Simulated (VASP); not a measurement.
ScAl3:

```
Sc Al
1.0
     4.00436    0.00000    0.00000
     0.00000    4.00436    0.00000
     0.00000    0.00000    4.00436
Sc Al
1 3
Direct
  0.00000 0.00000 0.00000
  0.50000 0.50000 0.00000
  0.00000 0.50000 0.50000
  0.50000 0.00000 0.50000
```

Base run:

| Quantity | Value |
| --- | --- |
| Program | VASP 6.6.1 |
| Functional | PBE |
| Potentials or basis | VASP PAW PBE potentials, release 64 (Sc_sv, Al) |
| Cutoff | 520 eV |
| k mesh | 7 × 7 × 7 |
| Occupations | fermi-dirac, width 0.05 eV |
| Spin | no spin polarisation |

Its results: band gap on the k mesh zero (band 10 reaches 8.86 eV, above the bottom of band 11 at 5.10 eV); pressure 7.6 GPa.

Problem. The run is repeated on the same cell with these changes: functional from PBE to PBEsol; further incar settings from ALGO = Normal; EDIFF = 1e-07; NBANDS = 18 to ALGO = Fast; EDIFF = 1e-06; NBANDS = 18. What comes out?

Solution. Band gap on the k mesh zero (band 10 reaches 8.78 eV, above the bottom of band 11 at 5.03 eV); pressure 5.2 GPa.

Caveats: the PAW data sets were made with another functional, which shifts forces and pressure a little (some runs).
